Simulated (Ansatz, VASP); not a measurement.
SiO: VASP beside Ansatz

INCAR

```
SYSTEM = SiO
  PREC = Accurate
  ENCUT = 520
  EDIFF = 1E-6
  ISMEAR = -1
  SIGMA = 0.05
  LREAL = .False.
  LASPH = .True.
  NELM = 60
  ALGO = Normal
  ISIF = 2
  LWAVE = .False.
  LCHARG = .False.
  GGA = PE
  NBANDS = 12
```

File KPOINTS:

```
Automatic mesh
0
Gamma
  8 8 8
  0 0 0
```

POSCAR

```
SiO
1.0
    2.8069700000      0.0000000000      0.0000000000
    0.0000000000      2.8069700000      0.0000000000
    0.0000000000      0.0000000000      2.9192488000
Si O
1 1
Direct
    0.0000000000      0.0000000000      0.0000000000
    0.5000000000      0.5000000000      0.5000000000
```

Contents of input.yaml:

```yaml
crystal:
  lattice:
    - [2.80697, 0.0, 0.0]
    - [0.0, 2.80697, 0.0]
    - [0.0, 0.0, 2.9192488]
  atoms:
    - { symbol: Si, position: [0.0, 0.0, 0.0] }
    - { symbol: O, position: [0.5, 0.5, 0.5] }
hamiltonian:
  xc: pbe
  pseudopotentials: { kind: paw }
kpoints:
  mp_grid: { grid: [8, 8, 8] }
  band_path:
    path:
      - [[0.0, 0.0, 0.0], [0.0, 0.5, 0.0], [0.5, 0.5, 0.0], [0.0, 0.0, 0.0], [0.0, 0.0, 0.5], [0.0, 0.5, 0.5], [0.5, 0.5, 0.5], [0.0, 0.0, 0.5]]
      - [[0.0, 0.5, 0.0], [0.0, 0.5, 0.5]]
      - [[0.5, 0.5, 0.0], [0.5, 0.5, 0.5]]
    npoints: 14
scf:
  occupations: { method: fermi_dirac, width: 0.05 }
  n_extra_bands: 6
output:
  forces: true
  stress: true
  eigenvalues: true
  fatbands: false
```

Alike in both runs: functional PBE; k mesh 8 × 8 × 8; occupations fermi-dirac, width 0.05 eV; no spin polarisation.

|  | VASP | Ansatz |
| --- | --- | --- |
| version | VASP 6.6.1 | Ansatz 0.2.0 |
| potentials or method | VASP PAW PBE potentials, release 64 (Si, O) | Ansatz PAW |
| plane-wave cutoff (eV) | 520 | 420 |
| valence electrons in the cell | 10 | 10 |
| task | single point | band structure |

Ansatz gave:

```
gap on the k mesh at the Fermi level (eV)                     : none
pressure (GPa)                                                : -5.1
traceless stress, the component that is largest in VASP (GPa) : -2.13
```

What did VASP give for the same quantities?

gap on the k mesh at the Fermi level (eV): none; pressure (GPa): -5.2; traceless stress, the component that is largest in VASP (GPa): -2.14.

A gap of «none» marks a metal or a gap that the smearing closes. The functional is the same, so the differences come from potentials, cutoffs and numerics.
